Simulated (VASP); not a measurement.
**ZnS (rocksalt type): relaxation of cell and atoms with PBE**

Crystal: ZnS (rocksalt type).

```
Zn S
1.0
     0.00000    2.55173    2.55173
     2.55173    0.00000    2.55173
     2.55173    2.55173    0.00000
Zn S
1 1
Direct
  0.00000 0.00000 0.00000
  0.50000 0.50000 0.50000
```

```json
{"Program": "VASP 6.6.1", "Task": "relaxation of cell and atoms", "Functional": "PBE", "Potentials or basis": "VASP PAW PBE potentials, release 64 (Zn, S)", "Cutoff": "500 eV", "k mesh": "14 × 14 × 14", "Occupations": "fermi-dirac, width 0.05 eV", "Spin": "no spin polarisation", "Target pressure": "0.016 GPa", "Dipole correction": "no", "Further INCAR settings": "ALGO = Normal; EDIFF = 1e-07; IBRION = 2; EDIFFG = -0.005; NSW = 60; ISIF = 3"}
```

The relaxed volume is 16.65 Å³/atom. The relaxed cell is a = 3.611 Å, b = 3.611 Å, c = 3.611 Å, α = 60.00°, β = 60.00°, γ = 60.00° and the space group after relaxing (to 0.05 Å) is Fm-3m (No. 225). The energy change on relaxing (the enthalpy is what falls) is -0.0 meV/atom, the ionic steps are 2 and the pressure after relaxing is 0.0 GPa. The band gap on the k mesh is zero (band 9 reaches 3.78 eV, above the bottom of band 10 at 3.49 eV).

Final structure:
```yaml
crystal:
  lattice:
    - [0.00000, 2.55338, 2.55338]
    - [2.55338, 0.00000, 2.55338]
    - [2.55338, 2.55338, 0.00000]
  atoms:
    - { symbol: Zn, position: [0.00000, 0.00000, 0.00000] }
    - { symbol: S, position: [0.50000, 0.50000, 0.50000] }
```

Levels at points of the mesh, in eV from the Fermi level:
| k point | band 5 | band 6 | band 7 | band 8 | band 9 | band 10 | band 11 | band 12 | band 13 |
| --- | --- | --- | --- | --- | --- | --- | --- | --- | --- |
| (0.00, 0.00, 0.00) | -6.31 | -6.31 | -0.64 | -0.64 | -0.64 | 1.71 | 9.00 | 9.00 | 9.00 |
| (0.50, 0.00, 0.00) | -6.15 | -6.15 | -5.39 | -0.16 | -0.16 | 3.80 | 5.53 | 5.53 | 7.28 |
| (0.50, 0.50, 0.00) | -6.10 | -5.69 | -5.20 | -2.54 | -2.54 | -0.36 | 5.39 | 11.66 | 12.19 |

It took 54 s on 1 thread of Intel Xeon 6975P-C (shared host), peak memory 0.19 GiB.

Caveat: the cell is relaxed towards a set pressure, so the enthalpy falls and the energy may rise.
